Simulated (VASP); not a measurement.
Input of a VASP 6.6.1 run:

Contents of INCAR:

```
ALGO     = Normal         # electronic algorithm
EDIFF    = 1E-6           # SCF threshold, eV
ENCUT    = 520            # plane-wave cutoff, eV
GGA      = PE             # functional
ISIF     = 2              # what is computed and relaxed
ISMEAR   = 0              # smearing method
LASPH    = True           # aspherical terms in the spheres
LCHARG   = False          # write CHGCAR
LREAL    = False          # projectors in reciprocal space
LWAVE    = False          # write WAVECAR
NBANDS   = 16             # bands
NELM     = 100            # most SCF steps
PREC     = Accurate       # precision mode
SIGMA    = 0.1            # smearing width, eV
```

Contents of KPOINTS:

```
k-points
0
Gamma
  14 14 14
```

The input POSCAR:

```
NaAl3
1.0
   -2.2918346424      2.2918346424      3.9308116435
    2.2918346424     -2.2918346424      3.9308116435
    2.2918346424      2.2918346424     -3.9308116435
Na Al
1 3
Direct
    0.0000000000      0.0000000000      0.0000000000
    0.7500000000      0.2500000000      0.5000000000
    0.2500000000      0.7500000000      0.5000000000
    0.5000000000      0.5000000000      0.0000000000
```

Potentials or basis: VASP PAW PBE potentials, release 64 (Na_pv, Al).

The run is started by

```console
$ cat potpaw_PBE.64/Na_pv/POTCAR potpaw_PBE.64/Al/POTCAR > POTCAR
$ mpirun -np 1 vasp_std > vasp.out
```

(1) Predict the pressure.

(2) Estimate the band gap on the k mesh.

Results:

(1) -3.1 GPa.

(2) zero (band 8 reaches 6.10 eV, above the bottom of band 9 at 3.93 eV).

Caveat: the cell differs from its parent crystal (strained).
